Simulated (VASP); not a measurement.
The system is EuS.

```
CELL_PARAMETERS angstrom
0.00000 2.99823 2.99823
2.99823 0.00000 2.99823
2.99823 2.99823 0.00000
ATOMIC_POSITIONS crystal
Eu 0.00000 0.00000 0.00000
S 0.50000 0.50000 0.50000
```

Base run:

```yaml
Program: VASP 6.6.1
Functional: BLYP
Potentials_or_basis: VASP PAW PBE potentials, release 64 (Eu, S)
Cutoff: 600 eV
k_mesh: 8 × 8 × 8
Occupations: fermi-dirac, width 0.05 eV
Spin: collinear spin, ferromagnetic start
Starting_moments: "[7.0, 0.0] μB"
```

Its results: pressure -0.3 GPa; net moment 6.98 μB per cell; site moments Eu +6.62; S -0.05 μB.

Problem. The run is repeated on the same cell with these changes: functional from BLYP to LDA. What comes out?

Solution. Pressure -8.2 GPa; net moment 6.96 μB per cell; site moments Eu +6.60; S -0.06 μB.

LDA binds more tightly than BLYP, so the same cell stands under less pressure.

Caveats: the PAW data sets were made with another functional, which shifts forces and pressure a little; a cell with one magnetic atom can't hold antiferromagnetic order, which such compounds often take; the cell stands under tension (at least some runs).
